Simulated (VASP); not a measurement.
# ZnSe (F-43m) in VASP: further runs

The runs below take ZnSe through single point, relaxation of cell and atoms, with PBE.

Program: VASP 6.6.1. These are calculated values, not measurements. Logs are shortened: lines on timing, memory, paths and dates and some standing lists are left out, and cuts for length are marked.

## (1) The cell of the first run

Symmetry: F-43m, No. 216, cubic system. Conventional cell: a = 5.732 Å, b = 5.732 Å, c = 5.732 Å, α = 90.00°, β = 90.00°, γ = 90.00°. Zn (site symmetry -43m) has 4 Se at 2.48 Å within 3.3 Å. Within 3.3 Å of Se (site symmetry -43m) lie 4 Zn at 2.48 Å.

## (2) Single point, PBE

INCAR reads:

```
ALGO = Normal ; EDIFF = 1E-6
ENCUT = 520 ; GGA = PE
ISIF = 2 ; ISMEAR = 0
LASPH = T ; LCHARG = F
LREAL = F ; LWAVE = F
NBANDS = 16 ; NELM = 80
PREC = Accurate ; SIGMA = 0.02
```

KPOINTS reads:

```
k-points
0
Gamma
  8 8 8
```

POSCAR reads:

```
ZnSe
1.0
    0.0000000000      2.8658805892      2.8658805892
    2.8658805892      0.0000000000      2.8658805892
    2.8658805892      2.8658805892      0.0000000000
Zn Se
1 1
Direct
    0.0000000000      0.0000000000      0.0000000000
    0.2500000000      0.2500000000      0.2500000000
```

Potentials or basis: VASP PAW PBE potentials, release 64 (Zn, Se).

Run with:

```console
$ cat potpaw_PBE.64/Zn/POTCAR potpaw_PBE.64/Se/POTCAR > POTCAR
$ mpirun -np 1 vasp_std > vasp.out
```

OUTCAR:

```text
EDIFF = 1E-6
   ENCUT = 520
   GGA = PE
   ISIF = 2
   ISMEAR = 0
   LASPH = T
   LREAL = F
   NELM = 80
   PREC = Accurate

 ion  position               nearest neighbor table
   1  0.000  0.000  0.000-   2 2.48   2 2.48   2 2.48   2 2.48
   2  0.250  0.250  0.250-   1 2.48   1 2.48   1 2.48   1 2.48

  LATTYP: Found a face centered cubic cell.
 ALAT       =     5.7317611784

  Lattice vectors:

 A1 = (   0.0000000000,   2.8658805892,   2.8658805892)
 A2 = (   2.8658805892,   0.0000000000,   2.8658805892)
 A3 = (   2.8658805892,   2.8658805892,   0.0000000000)

Analysis of symmetry for initial positions (statically):
=====================================================================
 Subroutine PRICEL returns:
 Original cell was already a primitive cell.

 Routine SETGRP: Setting up the symmetry group for a
 face centered cubic supercell.

 Subroutine GETGRP returns: Found 24 space group operations
 (whereof 24 operations were pure point group operations)
 out of a pool of 48 trial point group operations.

The static configuration has the point symmetry T_d .

Analysis of symmetry for dynamics (positions and initial velocities):
=====================================================================
 Subroutine PRICEL returns:
 Original cell was already a primitive cell.

 Routine SETGRP: Setting up the symmetry group for a
 face centered cubic supercell.

 Subroutine GETGRP returns: Found 24 space group operations
 (whereof 24 operations were pure point group operations)
 out of a pool of 48 trial point group operations.

The dynamic configuration has the point symmetry T_d .

 Subroutine INISYM returns: Found 24 space group operations
 (whereof 24 operations are pure point group operations),
 and found     1 'primitive' translations

----------------------------------------------------------------------------------------

                                     Primitive cell

  volume of cell :      47.0765

  direct lattice vectors                    reciprocal lattice vectors
     0.000000000  2.865880589  2.865880589    -0.174466446  0.174466446  0.174466446
     2.865880589  0.000000000  2.865880589     0.174466446 -0.174466446  0.174466446
[... 75 lines left out ...]
 SYSTEM =  unknown system
   PREC   = accura    normal or accurate (medium, high low for compatibility)
   ISTART =      0    job   : 0-new  1-cont  2-samecut
   ICHARG =      2    charge: 1-file 2-atom 10-const
   ISPIN  =      1    spin polarized calculation?
   LNONCOLLINEAR =      F non collinear calculations
   LSORBIT =      F    spin-orbit coupling
   LASPH  =      T    aspherical Exc in radial PAW
   ENCUT  =  520.0 eV  38.22 Ry    6.18 a.u.   7.54  7.54  7.54*2*pi/ulx,y,z
   NELM   =     80;   NELMIN=  2; NELMDL= -5     # of ELM steps
   EDIFF  = 0.1E-05   stopping-criterion for ELM
   LREAL  =      F    real-space projection
   EDIFFG = 0.1E-04   stopping-criterion for IOM
   NSW    =      0    number of steps for IOM
   IBRION =     -1    ionic relax: 0-MD 1-quasi-New 2-CG
   NFREE  =      0    steps in history (QN), initial steepest desc. (CG)
   ISIF   =      2    stress and relaxation
   ISYM   =      2    0-nonsym 1-usesym 2-fastsym
   POTIM  = 0.5000    time-step for ionic-motion
   TEBEG  =    0.0;   TEEND  =   0.0 temperature during run
   PSTRESS=    0.0 pullay stress
   NELECT =      18.0000    total number of electrons
   NUPDOWN=      -1.0000    fix difference up-down
   EMIN   =  10.00;   EMAX   =-10.00  energy-range for DOS
   EFERMI =   0.00;   METHOD = LEGACY
   ISMEAR =     0;   SIGMA  =   0.02  broadening in eV -4-tet -1-fermi 0-gaus
   EFERMI_NEDOS =   21; number of points for ismear=-14 and -15
   IALGO  =     38    algorithm
   IMIX   =      4    mixing-type and parameters
     AMIX     =   0.40;   BMIX     =  1.00
     AMIX_MAG =   1.60;   BMIX_MAG =  1.00
  volume/ion in A,a.u.               =      23.54       158.84
  Fermi-wavevector in a.u.,A,eV,Ry     =   1.188222  2.245414 19.209677  1.411871
  Thomas-Fermi vector in A             =   2.324356
   LORBIT       =      0    0 simple, 1 ext, 2 COOP (PROOUT), +10 PAW based schemes
   GGA     = PE    functional components
   LHFCALC =     F    Hartree Fock is set to
   AEXX    =    0.0000 exact exchange contribution
   IVDW    =     0    specifies the selected vdW correction
   LEPSILON=     F    determine dielectric tensor
   LRPA    =     F    only Hartree local field effects (RPA)
 non-spin polarized calculation
 Gauss-broadening in eV      SIGMA  =   0.02
  energy-cutoff  :      520.00
  volume of cell :       47.08
 maximum number of plane-waves:      1287
   NGX = 15   NGY = 15   NGZ = 15

 number of electron      18.0000017 magnetization

 Free energy of the ion-electron system (eV)
  ---------------------------------------------------
  ext. energy  EPLUGINS =         0.00000000
  ---------------------------------------------------
  free energy    TOTEN  =        -6.03241764 eV

  energy without entropy =       -6.03241764  energy(sigma->0) =       -6.03241764

 E-fermi :   1.4157     XC(G=0):  -9.1683

 val. band max:        1.3294308378   @ k =   0.0000   0.0000   0.0000
 cond. band min:       2.4851384555   @ k =   0.0000   0.0000   0.0000
 fundamental gap:      1.1557076177
 Fermi energy:         1.4156582886

 k-point     1 :       0.0000    0.0000    0.0000
  band No.  band energies     occupation
      1     -11.7188      2.00000
      2      -5.0995      2.00000
      3      -5.0995      2.00000
      4      -5.0995      2.00000
      5      -4.7597      2.00000
      6      -4.7597      2.00000
[... 433 lines left out ...]
      3      -4.9690      2.00000
      4      -4.7867      2.00000
      5      -4.7527      2.00000
      6      -4.5659      2.00000
[... 8 lines left out ...]
     15      13.9528      0.00000
     16      14.7439      0.00000

 [... further k-points ...]
[... 5 lines left out ...]
  --------------------------------------------------------------------------------------
  -------------------------------------------------------------------------------------
  Total        0.0714371      0.0714371      0.0714371     -0.0000000      0.0000000     -0.0000000
  in kB        2.4312513      2.4312513      2.4312513     -0.0000000      0.0000000     -0.0000000
  external PRESSURE =       2.4312513 kB  Pullay stress =       0.0000000 kB

 VOLUME and BASIS-vectors are now :
 -----------------------------------------------------------------------------
  energy-cutoff  :      520.00
  volume of cell :       47.08
      direct lattice vectors                 reciprocal lattice vectors
     0.000000000  2.865880589  2.865880589    -0.174466446  0.174466446  0.174466446
     2.865880589  0.000000000  2.865880589     0.174466446 -0.174466446  0.174466446
     2.865880589  2.865880589  0.000000000     0.174466446  0.174466446 -0.174466446

 POSITION                                       TOTAL-FORCE (eV/Angst)
 -----------------------------------------------------------------------------------
      0.00000      0.00000      0.00000         0.000000     -0.000000      0.000000
      1.43294      1.43294      1.43294        -0.000000      0.000000     -0.000000
 -----------------------------------------------------------------------------------
    total drift:                               -0.000001     -0.000001     -0.000001

  FREE ENERGIE OF THE ION-ELECTRON SYSTEM (eV)
  ---------------------------------------------------
  free  energy   TOTEN  =        -6.0324176373 eV

  energy  without entropy=       -6.0324176373  energy(sigma->0) =       -6.03241764
```

OSZICAR:

```text
N       E                     dE             d eps       ncg     rms          rms(c)
DAV:   1     0.884955641566E+02    0.88496E+02   -0.87968E+03   928   0.127E+03
DAV:   2    -0.697448932318E+00   -0.89193E+02   -0.84296E+02  1056   0.251E+02
DAV:   3    -0.627578205899E+01   -0.55783E+01   -0.55590E+01  1112   0.615E+01
DAV:   4    -0.632190640961E+01   -0.46124E-01   -0.46120E-01  1152   0.599E+00
DAV:   5    -0.632212551599E+01   -0.21911E-03   -0.21910E-03  1176   0.371E-01    0.447E+00
DAV:   6    -0.605047914172E+01    0.27165E+00   -0.53293E-01  1360   0.232E+01    0.343E+00
DAV:   7    -0.603220753694E+01    0.18272E-01   -0.14894E-01  1080   0.340E+00    0.147E+00
DAV:   8    -0.603205217954E+01    0.15536E-03   -0.42105E-03  1184   0.615E-01    0.435E-01
DAV:   9    -0.603231313805E+01   -0.26096E-03   -0.10545E-03  1080   0.244E-01    0.673E-02
DAV:  10    -0.603241566025E+01   -0.10252E-03   -0.15887E-04  1176   0.955E-02    0.176E-02
DAV:  11    -0.603241630477E+01   -0.64452E-06   -0.29150E-05  1088   0.449E-02    0.478E-03
DAV:  12    -0.603241753066E+01   -0.12259E-05   -0.39055E-06  1216   0.127E-02    0.311E-03
DAV:  13    -0.603241763734E+01   -0.10668E-06   -0.58596E-07   880   0.579E-03
   1 F= -.60324176E+01 E0= -.60324176E+01  d E =-.559273E-12
```

stdout:

```text
POSCAR found type information on POSCAR ZnSe
 POSCAR found :  2 types and       2 ions
 scaLAPACK will be used
 LDA part: xc-table for (Slater+PW92), standard interpolation
 POSCAR, INCAR and KPOINTS ok, starting setup
 FFT: planning ... GRIDC
 FFT: planning ... GRID_SOFT
 FFT: planning ... GRID
 WAVECAR not read
 entering main loop
```

Run time: 28 s. Hardware: 1 thread of AMD EPYC 7R13, shared host; peak memory 0.15 GiB.

Results:

```
Free energy            : -6.0324 eV
Pressure               : 0.2 GPa
Band gap on the k mesh : 1.16 eV, direct
```

## (3) Relaxation of cell and atoms, PBE

This run uses another cell than the first one, of 22.72 Å³/atom, 0.965 times its volume.

INCAR reads:

```
ALGO = Normal
EDIFF = 1E-6
EDIFFG = -0.005
ENCUT = 600
GGA = PE
IBRION = 2
ISIF = 3
ISMEAR = 0
LASPH = T
LCHARG = F
LREAL = F
LWAVE = F
NELM = 80
NSW = 100
PREC = Accurate
SIGMA = 0.02
```

KPOINTS is that of step 2.

POSCAR reads:

```
ZnSe
1.0
    0.0000000000      2.8324425400      2.8324425400
    2.8324425400      0.0000000000      2.8324425400
    2.8324425400      2.8324425400      0.0000000000
Zn Se
1 1
Direct
    0.0000000000      0.0000000000      0.0000000000
    0.2500000000      0.2500000000      0.2500000000
```

Potentials or basis: VASP PAW PBE potentials, release 64 (Zn, Se).

Run with:

```console
$ cat potpaw_PBE.64/Zn/POTCAR potpaw_PBE.64/Se/POTCAR > POTCAR
$ mpirun -np 1 vasp_std > vasp.out
```

Run time: 94 s. Hardware: 1 thread of AMD EPYC 7R13, shared host; peak memory 0.17 GiB.

Results (log left out):

```
Free energy                            : -6.0321 eV
Relaxed volume                         : 23.65 Å³/atom
Relaxed cell                           : a = 4.059 Å, b = 4.059 Å, c = 4.059 Å, α = 60.00°, β = 60.00°, γ = 60.00°
Space group after relaxing (to 0.05 Å) : F-43m (No. 216)
Energy gained by relaxing              : 6.6 meV/atom
Ionic steps                            : 5
Pressure after relaxing                : 0.0 GPa
Band gap on the k mesh                 : 1.14 eV, direct
```

The path:
```
step  energy change (eV)  largest force (eV/Å)  pressure (GPa)  volume (Å³)
   1              0.0000                0.0000            2.43        45.45
   2             -0.0123                0.0000           -0.57        47.75
   3             -0.0132                0.0000            0.11        47.25
   4             -0.0131                0.0000           -0.06        47.33
   5             -0.0132                0.0000           -0.02        47.29
```

Final structure:
```
Zn Se
1.0
     0.00000    2.87028    2.87028
     2.87028    0.00000    2.87028
     2.87028    2.87028    0.00000
Zn Se
1 1
Direct
  0.00000 0.00000 0.00000
  0.25000 0.25000 0.25000
```

Levels at points of the mesh, in eV from the valence-band top:
```tsv
k point	band 7	band 8	band 9	band 10	band 11	band 12
(0.00, 0.00, 0.00)	0.00	0.00	0.00	1.14	5.81	5.81
(0.50, 0.00, 0.00)	-4.99	-0.81	-0.81	2.48	6.39	6.39
(0.50, 0.50, 0.00)	-4.59	-2.05	-2.05	3.07	3.46	10.47
```

Expect the measured gap to be larger: semilocal functionals such as PBE lack the derivative discontinuity.
